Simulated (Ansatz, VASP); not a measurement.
**CaSe in VASP and in Ansatz**

The input INCAR:

```
ALGO = Normal
EDIFF = 1E-6
ENCUT = 520
GGA = PE
ISIF = 2
ISMEAR = 0
IVDW = 13
LASPH = True
LCHARG = False
LREAL = False
LWAVE = False
NBANDS = 15
NELM = 60
PREC = Accurate
SIGMA = 0.01
```

The input KPOINTS:

```
k-points
0
Gamma
  4 4 4
```

The input POSCAR:

```
CaSe
1.0
    0.0000000000      3.2795613661      3.2795613661
    3.2795613661      0.0000000000      3.2795613661
    3.2795613661      3.2795613661      0.0000000000
Ca Se
1 1
Direct
    0.0000000000      0.0000000000      0.0000000000
    0.2500000000      0.2500000000      0.2500000000
```

Input for Ansatz:

```yaml
crystal:
  lattice:
    - [0.0, 3.2795613661, 3.2795613661]
    - [3.2795613661, 0.0, 3.2795613661]
    - [3.2795613661, 3.2795613661, 0.0]
  atoms:
    - { symbol: Ca, position: [0.0, 0.0, 0.0] }
    - { symbol: Se, position: [0.25, 0.25, 0.25] }
kpoints:
  mp_grid: { grid: [4, 4, 4] }
hamiltonian:
  xc: pbe
  dispersion: d4
scf:
  occupations: { method: fixed }
  n_extra_bands: 4
output:
  forces: true
  stress: true
  eigenvalues: true
```

Alike in both runs: task single point; functional PBE; dispersion D4; k mesh 4 × 4 × 4; no spin polarisation.

|  | VASP | Ansatz |
| --- | --- | --- |
| version | VASP 6.6.1 | Ansatz 0.2.0 |
| potentials or method | VASP PAW PBE potentials, release 64 (Ca_sv, Se) | plane waves |
| plane-wave cutoff (eV) | 520 | 420 |
| occupations | gaussian, width 0.01 eV | fixed |
| valence electrons in the cell | 16 | 26 |

VASP gave:

| Quantity | Value |
| --- | --- |
| gap on the k mesh at the Fermi level (eV) | 3.20 |
| pressure (GPa) | -0.6 |

**Question.** Estimate Ansatz's values.

**Answer.** gap on the k mesh at the Fermi level (eV): 3.20; pressure (GPa): -0.7.

VASP's potentials hold 16 valence electrons a cell and Ansatz's 26, so a difference there can come from the potentials and not from the codes.
